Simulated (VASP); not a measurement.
Input of a VASP 6.6.1 run:

The input INCAR:

```
PREC = Accurate
ENCUT = 520
EDIFF = 1E-7
ISMEAR = 0
SIGMA = 0.02
LREAL = F
LASPH = T
NELM = 80
ALGO = Normal
ISIF = 2
LWAVE = F
LCHARG = F
GGA = PE
NBANDS = 14
```

File KPOINTS:

```
regular mesh
0
Gamma
  8 8 8
```

File POSCAR:

```
NaCl
1.0
    0.0000000000      2.8477874003      2.8477874003
    2.8477874003      0.0000000000      2.8477874003
    2.8477874003      2.8477874003      0.0000000000
Na Cl
1 1
Direct
    0.0000000000      0.0000000000      0.0000000000
    0.5000000000      0.5000000000      0.5000000000
```

Potentials or basis: VASP PAW PBE potentials, release 64 (Na_pv, Cl).

The run is started by

```bash
$ cat potpaw_PBE.64/Na_pv/POTCAR potpaw_PBE.64/Cl/POTCAR > POTCAR
$ mpirun -np 1 vasp_std > vasp.out
```

(1) Estimate the band gap on the k mesh.

(2) Estimate the pressure.

## Answers

(1) 5.00 eV, direct.

(2) 0.0 GPa.
